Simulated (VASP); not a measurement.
NaLi2:

```
CELL_PARAMETERS angstrom
0.00000 3.56590 3.56590
3.56590 0.00000 3.56590
3.56590 3.56590 0.00000
ATOMIC_POSITIONS crystal
Na 0.00000 0.00000 0.00000
Na 0.25000 0.25000 0.25000
Li 0.62500 0.62500 0.62500
Li 0.12500 0.62500 0.62500
Li 0.62500 0.62500 0.12500
Li 0.62500 0.12500 0.62500
```

```yaml
Program: VASP 6.6.1
Task: relaxation of cell and atoms
Functional: PBE
Potentials_or_basis: VASP PAW PBE potentials, release 64 (Na_sv, Li_sv)
Cutoff: 970 eV
k_mesh: 4 × 4 × 4
Occupations: gaussian, width 0.1 eV
Spin: no spin polarisation
```

At the start: pressure 15.7 GPa; volume 15.11 Å³/atom.

Where does the relaxation end?

Over 4 steps the energy falls by 351.4 meV/atom and the volume is 25.09 Å³/atom (+66.0 %); space group Fd-3m (No. 227, to 0.1 Å) before and after.

Step by step:
| step | energy change (eV) | largest force (eV/Å) | pressure (GPa) | volume (Å³) |
| --- | --- | --- | --- | --- |
| 1 | 0.0000 | 0.0000 | 15.66 | 90.69 |
| 2 | -1.3875 | 0.0000 | 6.88 | 111.50 |
| 3 | -2.0626 | 0.0000 | 1.42 | 139.67 |
| 4 | -2.1084 | 0.0000 | -0.05 | 150.54 |

Final structure:
```cif
data_structure
_symmetry_space_group_name_H-M 'P 1'
_symmetry_Int_Tables_number 1
_cell_length_a 5.9712
_cell_length_b 5.9712
_cell_length_c 5.9712
_cell_angle_alpha 60.000
_cell_angle_beta 60.000
_cell_angle_gamma 60.000
_cell_volume 150.54
loop_
_atom_site_label
_atom_site_type_symbol
_atom_site_fract_x
_atom_site_fract_y
_atom_site_fract_z
_atom_site_occupancy
Na1 Na 0.00000 0.00000 0.00000 1
Na2 Na 0.25000 0.25000 0.25000 1
Li1 Li 0.62500 0.62500 0.62500 1
Li2 Li 0.12500 0.62500 0.62500 1
Li3 Li 0.62500 0.62500 0.12500 1
Li4 Li 0.62500 0.12500 0.62500 1
```

Caveat: the k points lie up to 0.32 Å⁻¹ apart in the final cell, too coarse for converged energies and pressures of a metal; the volume moved by over 15 % at a fixed basis, so the end points are rough.
